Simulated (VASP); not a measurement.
**BiTe: relaxation of shape and atoms at fixed volume with PBE**

BiTe:

```
Bi Te
1.0
     5.67871    0.00000    0.00000
     0.00000    5.67871    0.00000
     0.00000    0.00000    4.22976
Bi Te
2 2
Direct
  0.50000 0.00000 0.34102
  0.00000 0.50000 0.65898
  0.00000 0.00000 0.00000
  0.50000 0.50000 0.00000
```

```json
{
  "Program": "VASP 6.6.1",
  "Task": "relaxation of shape and atoms at fixed volume",
  "Functional": "PBE",
  "Potentials or basis": "VASP PAW PBE potentials, release 64 (Bi_d, Te)",
  "Cutoff": "600 eV",
  "k mesh": "6 × 6 × 8",
  "Occupations": "gaussian, width 0.05 eV",
  "Spin": "no spin polarisation",
  "Dipole correction": "no",
  "Further INCAR settings": "ALGO = Normal; EDIFF = 1e-07; IBRION = 2; EDIFFG = -0.01; NSW = 60; ISIF = 4"
}
```

- Energy gained by relaxing: 1.2 meV/atom
- Ionic steps: 8
- Pressure after relaxing: -0.7 GPa
- Largest force after relaxing: 0.008 eV/Å
- Band gap on the k mesh: zero (bands 21 and 22 overlap by 2.59 eV)

Forces on the atoms (eV/Å):
```
Bi   0.000  0.000 -0.008
Bi   0.000  0.000  0.008
Te   0.000  0.000  0.000
Te   0.000  0.000  0.000
```

The path:
```csv
step,energy change (eV),largest force (eV/Å),pressure (GPa),volume (Å³)
1,0.0000,0.0933,-1.31,136.40
2,-0.0012,0.0832,-1.22,136.40
3,-0.0030,0.0638,-1.06,136.40
4,-0.0034,0.0194,-0.71,136.40
5,-0.0038,0.0392,-0.87,136.40
6,-0.0044,0.0254,-0.83,136.40
7,-0.0049,0.0109,-0.75,136.40
8,-0.0049,0.0082,-0.72,136.40
```

Final structure:
```
Bi Te
1.0
     5.66233    0.00000    0.00000
     0.00000    5.66233    0.00000
     0.00000    0.00000    4.25428
Bi Te
2 2
Direct
  0.50000 0.00000 0.33069
  0.00000 0.50000 0.66931
  0.00000 0.00000 0.00000
  0.50000 0.50000 0.00000
```

Levels at points of the mesh, in eV from the Fermi level:
```
           k point  band 17  band 18  band 19  band 20  band 21  band 22  band 23  band 24  band 25
(0.00, 0.00, 0.00)    -2.82    -2.82    -2.08    -0.89    -0.33     1.22     2.66     2.66     2.69
(0.50, 0.00, 0.00)    -2.39    -2.39    -1.85    -1.85     0.06     0.06     1.68     1.68     2.78
(0.50, 0.50, 0.00)    -2.18    -2.18    -1.05    -1.05    -0.88    -0.88     0.60     0.60     1.22
(0.00, 0.00, 0.50)    -3.37    -2.88    -2.78    -2.78    -1.13    -1.02    -0.42    -0.42     1.80
(0.50, 0.00, 0.50)    -3.56    -3.56    -3.02    -3.02     0.01     0.01     0.66     0.66     1.93
(0.50, 0.50, 0.50)    -4.80    -4.80    -0.79    -0.79     1.04     1.04     1.87     1.87     2.08
```

It took 10 min on 1 thread of AMD EPYC 9R45 96-Core Processor (Zen 5), with other jobs on the host, peak memory 0.38 GiB.

Caveat: spin-orbit coupling is left out, which moves the levels of the heavy elements.
